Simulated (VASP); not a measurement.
Wanted: the native input for a VASP 6.6.1 run.

| Quantity | Value |
| --- | --- |
| Task | single point |
| Functional | PBEsol-based global hybrid |
| Potentials or basis | VASP PAW PBE potentials, release 64 (C) |
| Cutoff | 520 eV |
| k mesh | 3 × 3 × 10 |
| Occupations | fermi-dirac, width 0.05 eV |
| Spin | no spin polarisation |
| Dipole correction | no |
| Grid for exact exchange (PRECFOCK) | Normal |
| Share of exact exchange | 0.25 |
| Further INCAR settings | ALGO = Normal; EDIFF = 1e-06; NBANDS = 8 |

Crystal: C.

```
C
1.0
     4.25517    0.00000    0.00000
     0.00000    4.25517    0.00000
     0.00000    0.00000    1.28229
C
1
Direct
  0.50000 0.50000 0.50000
```

The input as run:

POSCAR

```
C
1.0
    4.2551700000      0.0000000000      0.0000000000
    0.0000000000      4.2551700000      0.0000000000
    0.0000000000      0.0000000000      1.2822900000
C
1
Direct
    0.5000000000      0.5000000000      0.5000000000
```

INCAR.step1

```
PREC     = Accurate       # precision mode
ENCUT    = 520            # plane-wave cutoff, eV
EDIFF    = 1E-5           # SCF threshold, eV
ISMEAR   = -1             # smearing method
SIGMA    = 0.05           # smearing width, eV
LREAL    = False          # projectors in reciprocal space
LASPH    = True           # aspherical terms in the spheres
NELM     = 100            # most SCF steps
ALGO     = Normal         # electronic algorithm
ISIF     = 2              # what is computed and relaxed
LWAVE    = True           # write WAVECAR
LCHARG   = False          # write CHGCAR
GGA      = PE             # functional
NBANDS   = 8              # bands
```

INCAR.step2

```
PREC     = Accurate       # precision mode
ENCUT    = 520            # plane-wave cutoff, eV
EDIFF    = 1E-6           # SCF threshold, eV
ISMEAR   = -1             # smearing method
SIGMA    = 0.05           # smearing width, eV
LREAL    = False          # projectors in reciprocal space
LASPH    = True           # aspherical terms in the spheres
NELM     = 100            # most SCF steps
ALGO     = Normal         # electronic algorithm
ISIF     = 2              # what is computed and relaxed
LWAVE    = False          # write WAVECAR
LCHARG   = False          # write CHGCAR
GGA      = PS             # functional
LHFCALC  = True           # exact exchange
AEXX     = 0.25           # exact-exchange fraction
PRECFOCK = Normal       
ISTART   = 1            
NBANDS   = 8              # bands
```

KPOINTS

```
Automatic mesh
0
Gamma
  3 3 10
```

Potentials or basis: VASP PAW PBE potentials, release 64 (C).

Run with:

```sh
$ cat potpaw_PBE.64/C/POTCAR > POTCAR
$ cp INCAR.step1 INCAR
$ mpirun -np 1 vasp_std > vasp.out
$ cp INCAR.step2 INCAR
$ mpirun -np 1 vasp_std > vasp.out
```

Results of the run:

* Pressure: -3.2 GPa
* Band gap on the k mesh: zero (band 2 reaches 8.30 eV, above the bottom of band 3 at -8.79 eV)

Caveat: the k points lie up to 0.49 Å⁻¹ apart; the PAW data sets were made with another functional, which shifts forces and pressure a little.

Wall time 33 s on 1 thread of Intel(R) Xeon(R) Platinum 8375C CPU @ 2.90GHz (Ice Lake) (shared host), peak memory 0.12 GiB.
